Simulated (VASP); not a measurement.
# Ti: single point with r2SCAN

The system is Ti.

```
Ti
1.0
     2.99425    0.00000    0.00000
    -1.49712    2.59309    0.00000
     0.00000    0.00000    4.68600
Ti
2
Direct
  0.33333 0.66667 0.25000
  0.66667 0.33333 0.75000
```

This cell differs from its parent crystal: strain +0.015 along x and y, +0.000 along z.

| Property | Result |
| --- | --- |
| Program | VASP 6.6.1 |
| Task | single point |
| Functional | r2SCAN |
| Potentials or basis | VASP PAW PBE potentials, release 64 (Ti_sv) |
| Cutoff | 520 eV |
| k mesh | 18 × 18 × 10 |
| Occupations | gaussian, width 0.15 eV |
| Spin | no spin polarisation |

```
Pressure               : -5.0 GPa
Band gap on the k mesh : zero (bands 12 and 13 overlap by 1.19 eV)
```

Stress tensor (GPa, compression positive):
```
-5.39  0.00  0.00
 0.00 -5.39  0.00
 0.00  0.00 -4.27
```

Levels at points of the mesh, in eV from the Fermi level:
```tsv
k point	band 10	band 11	band 12	band 13	band 14	band 15
(0.00, 0.00, 0.00)	-2.75	0.55	0.82	0.82	1.00	1.33
(0.50, 0.00, 0.00)	-2.16	-1.81	-0.93	0.54	0.69	1.24
(0.00, 0.00, 0.50)	-4.61	0.11	0.11	0.72	0.72	0.72
(0.50, 0.00, 0.50)	-2.56	-0.81	-0.81	1.11	1.11	1.78
```

It took 2.9 min on 1 thread of Intel(R) Xeon(R) 6975P-C (Granite Rapids) (shared host), peak memory 0.25 GiB.

Caveat: the cell differs from its parent crystal (strain +0.015 along x and y, +0.000 along z); the cell stands under tension; the PAW data sets were made with another functional, which shifts forces and pressure a little.
